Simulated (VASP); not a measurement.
# RbTe2 (Fm-3m) in VASP: notebook, part 2 of 2

VASP 6.6.1. Earlier steps stand in the parts before.

## 3. Relaxation of cell and atoms, PBE

This run uses another cell than the first one, of 34.86 Å³/atom.

Contents of INCAR:

```
SYSTEM = RbTe2
ALGO = Normal
EDIFF = 1E-6
EDIFFG = -0.04
ENCUT = 600
GGA = PE
IBRION = 2
ISIF = 3
ISMEAR = 0
LASPH = .True.
LCHARG = .False.
LREAL = .False.
LWAVE = .False.
NELM = 80
NSW = 90
PREC = Accurate
SIGMA = 0.1
```

Contents of KPOINTS:

```
k-points
0
Gamma
  4 4 4
  0 0 0
```

Contents of POSCAR:

```
RbTe2
1.0
    0.0000000000      3.7394411081      3.7394411081
    3.7394411081      0.0000000000      3.7394411081
    3.7394411081      3.7394411081      0.0000000000
Rb Te
1 2
Direct
    0.0000000000      0.0000000000      0.0000000000
    0.2500000000      0.2500000000      0.2500000000
    0.7500000000      0.7500000000      0.7500000000
```

Potentials or basis: VASP PAW PBE potentials, release 64 (Rb_sv, Te).

Run with:

```console
$ cat potpaw_PBE.64/Rb_sv/POTCAR potpaw_PBE.64/Te/POTCAR > POTCAR
$ mpirun -np 1 vasp_std > vasp.out
```

OUTCAR:

```text
SYSTEM = RbTe2
   EDIFF = 1E-6
   EDIFFG = -0.04
   ENCUT = 600
   GGA = PE
   IBRION = 2
   ISIF = 3
   ISMEAR = 0
   LASPH = .True.
   LREAL = .False.
   NELM = 80
   NSW = 90
   PREC = Accurate

 ion  position               nearest neighbor table
   1  0.000  0.000  0.000-   3 3.24   3 3.24   3 3.24   2 3.24   3 3.24   2 3.24   2 3.24   2 3.24

   2  0.250  0.250  0.250-   1 3.24   1 3.24   1 3.24   1 3.24
   3  0.750  0.750  0.750-   1 3.24   1 3.24   1 3.24   1 3.24

  LATTYP: Found a face centered cubic cell.
 ALAT       =     7.4788822162

  Lattice vectors:

 A1 = (   0.0000000000,   3.7394411081,   3.7394411081)
 A2 = (   3.7394411081,   0.0000000000,   3.7394411081)
 A3 = (   3.7394411081,   3.7394411081,   0.0000000000)

Analysis of symmetry for initial positions (statically):
=====================================================================
 Subroutine PRICEL returns:
 Original cell was already a primitive cell.

 Routine SETGRP: Setting up the symmetry group for a
 face centered cubic supercell.

 Subroutine GETGRP returns: Found 48 space group operations
 (whereof 48 operations were pure point group operations)
 out of a pool of 48 trial point group operations.

[... 139 lines left out ...]

 number of electron      20.9999999 magnetization

 Free energy of the ion-electron system (eV)
  ---------------------------------------------------
  ext. energy  EPLUGINS =         0.00000000
  ---------------------------------------------------
  free energy    TOTEN  =        -6.57244846 eV

  energy without entropy =       -6.56166696  energy(sigma->0) =       -6.56705771

------------------------ aborting loop because EDIFF is reached ----------------------------------------

  FORCE on cell =-STRESS in cart. coord.  units (eV):
  Direction    XX          YY          ZZ          XY          YZ          ZX
  --------------------------------------------------------------------------------------
  -------------------------------------------------------------------------------------
  Total        3.6888131      3.6888131      3.6888131     -0.0000000      0.0000000      0.0000000
  in kB       56.5128411     56.5128411     56.5128411     -0.0000000      0.0000000      0.0000000
  external PRESSURE =      56.5128411 kB  Pullay stress =       0.0000000 kB
[... 98 lines left out ...]
--------------------------------------- Ionic step        4  -------------------------------------------

 number of electron      21.0000000 magnetization

 Free energy of the ion-electron system (eV)
  ---------------------------------------------------
  ext. energy  EPLUGINS =         0.00000000
  ---------------------------------------------------
  free energy    TOTEN  =        -6.93980258 eV

  energy without entropy =       -6.90324188  energy(sigma->0) =       -6.92152223

 E-fermi :   1.5994     XC(G=0):  -7.7523

 val. band max:        1.5444685002   @ k =   0.5000   0.2500   0.0000
 cond. band min:       1.6462854247   @ k =   0.5000   0.2500   0.0000
 fundamental gap:      0.1018169245
 Fermi energy:         1.5993850378

 k-point     1 :       0.0000    0.0000    0.0000
  band No.  band energies     occupation
      1     -24.2320      2.00000
      2      -8.8312      2.00000
      3      -8.4515      2.00000
      4      -8.4515      2.00000
      5      -8.4515      2.00000
      6      -7.6900      2.00000
      7      -0.1629      2.00000
      8      -0.1629      2.00000
      9      -0.1629      2.00000
     10       1.9315      0.00000
     11       1.9315      0.00000
     12       1.9315      0.00000
     13       6.1015      0.00000
     14       6.4404      0.00000
[... 147 lines left out ...]
  FREE ENERGIE OF THE ION-ELECTRON SYSTEM (eV)
  ---------------------------------------------------
  free  energy   TOTEN  =        -6.9398025832 eV

  energy  without entropy=       -6.9032418842  energy(sigma->0) =       -6.92152223

 reached required accuracy - stopping structural energy minimisation
```

CONTCAR:

```text
RbTe2
   1.00000000000000
    -0.0000000000000000    4.0267757107241069    4.0267757107241069
     4.0267757107241069   -0.0000000000000000    4.0267757107241069
     4.0267757107241069    4.0267757107241069   -0.0000000000000000
  Rb              Te
     1     2
Direct
     0.0000000000000000    0.0000000000000000    0.0000000000000000
     0.2500000000000000    0.2500000000000000    0.2500000000000000
     0.7500000000000000    0.7500000000000000    0.7500000000000000

  0.00000000E+00  0.00000000E+00  0.00000000E+00
  0.00000000E+00  0.00000000E+00  0.00000000E+00
  0.00000000E+00  0.00000000E+00  0.00000000E+00
```

Run time: 2.4 min. Hardware: 1 thread of Intel Xeon 8259CL, shared host; peak memory 0.27 GiB.

What came out:

| Property | Result |
| --- | --- |
| Free energy | -6.9398 eV |
| Relaxed volume | 43.53 Å³/atom |
| Relaxed cell | a = 5.695 Å, b = 5.695 Å, c = 5.695 Å, α = 60.00°, β = 60.00°, γ = 60.00° |
| Space group after relaxing (to 0.1 Å) | Fm-3m (No. 225) |
| Energy gained by relaxing | 122.5 meV/atom |
| Ionic steps | 4 |
| Pressure after relaxing | 0.0 GPa |
| Band gap on the k mesh | zero (an odd number of electrons rules out a gap without spin polarisation) |

The path:
```
step  energy change (eV)  largest force (eV/Å)  pressure (GPa)  volume (Å³)
   1              0.0000                0.0000            5.65       104.58
   2             -0.3527                0.0000            0.80       124.32
   3             -0.3658                0.0000           -0.23       132.56
   4             -0.3674                0.0000           -0.01       130.59
```

Final structure:
```
Rb Te
1.0
     0.00000    4.02678    4.02678
     4.02678    0.00000    4.02678
     4.02678    4.02678    0.00000
Rb Te
1 2
Cartesian
  0.0000 0.0000 0.0000
  2.0134 2.0134 2.0134
  6.0402 6.0402 6.0402
```

Caveat: the k points lie up to 0.34 Å⁻¹ apart in the final cell, too coarse for converged energies and pressures of a metal; the volume moved by over 15 % at a fixed basis, so the end points are rough; spin-orbit coupling is left out, which moves the levels of the heavy elements.
